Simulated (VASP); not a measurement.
# WC: single point with PBEsol

The system is WC.

```
W C
1.0
     0.00000    2.36810    2.36810
     2.36810    0.00000    2.36810
     2.36810    2.36810    0.00000
W C
1 1
Direct
  0.00000 0.00000 0.00000
  0.50000 0.50000 0.50000
```

This cell differs from its parent crystal: strain +0.080 along x and y, +0.080 along z.

```yaml
Program: VASP 6.6.1
Task: single point
Functional: PBEsol
Potentials_or_basis: VASP PAW PBE potentials, release 64 (W_sv, C)
Cutoff: 520 eV
k_mesh: 18 × 18 × 18
Occupations: gaussian, width 0.15 eV
Spin: no spin polarisation
```

```
Pressure               : -56.9 GPa
Band gap on the k mesh : zero (bands 9 and 10 overlap by 2.18 eV)
```

Levels at points of the mesh, in eV from the Fermi level:
| k point | band 7 | band 8 | band 9 | band 10 | band 11 | band 12 |
| --- | --- | --- | --- | --- | --- | --- |
| (0.00, 0.00, 0.00) | -1.97 | -1.97 | -0.74 | -0.74 | -0.57 | -0.57 |
| (0.50, 0.00, 0.00) | -5.02 | -5.02 | 0.67 | 0.67 | 1.56 | 4.58 |
| (0.50, 0.50, 0.00) | -4.17 | -1.97 | -1.97 | 0.52 | 1.50 | 1.50 |

Run time: 39 s on 1 thread of Intel(R) Xeon(R) 6975P-C (Granite Rapids), with other jobs on the host, peak memory 0.22 GiB.

Caveat: the cell differs from its parent crystal (strain +0.080 along x and y, +0.080 along z); the cell stands under tension; the PAW data sets were made with another functional, which shifts forces and pressure a little; spin-orbit coupling is left out, which moves the levels of the heavy elements.
